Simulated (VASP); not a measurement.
Crystal: HfO2.

```
CELL_PARAMETERS angstrom
5.32183 0.00000 0.00000
0.00000 5.10292 0.00000
0.00000 0.00000 5.13139
ATOMIC_POSITIONS crystal
Hf 0.96699 0.73252 0.74144
Hf 0.53301 0.73252 0.24144
Hf 0.46699 0.26748 0.74144
Hf 0.03301 0.26748 0.24144
O 0.63213 0.92865 0.87927
O 0.86787 0.92865 0.37927
O 0.23395 0.53988 0.49229
O 0.26605 0.53988 0.99229
O 0.76605 0.46012 0.99229
O 0.73395 0.46012 0.49229
O 0.13213 0.07135 0.87927
O 0.36787 0.07135 0.37927
```

Base run:

```yaml
Program: VASP 6.6.1
Functional: RPBE
Dispersion: D3(BJ)
Potentials_or_basis: VASP PAW PBE potentials, release 64 (Hf_pv, O)
Cutoff: 520 eV
k_mesh: 5 × 6 × 5
Occupations: fermi-dirac, width 0.05 eV
Spin: no spin polarisation
```

Its results: band gap on the k mesh 4.31 eV (least direct gap 4.50 eV); pressure -23.4 GPa; largest force 0.125 eV/Å.

Q: The run is repeated on the same cell with these changes: functional from RPBE to PBE. What comes out?

A: Band gap on the k mesh 4.23 eV (least direct gap 4.44 eV); pressure -11.0 GPa; largest force 0.183 eV/Å.

Caveats: the cell stands under tension; spin-orbit coupling is left out, which moves the levels of the heavy elements; an odd mesh through Γ misses points on the zone boundary, where band edges can lie; the PAW data sets were made with another functional, which shifts forces and pressure a little (at least some runs).
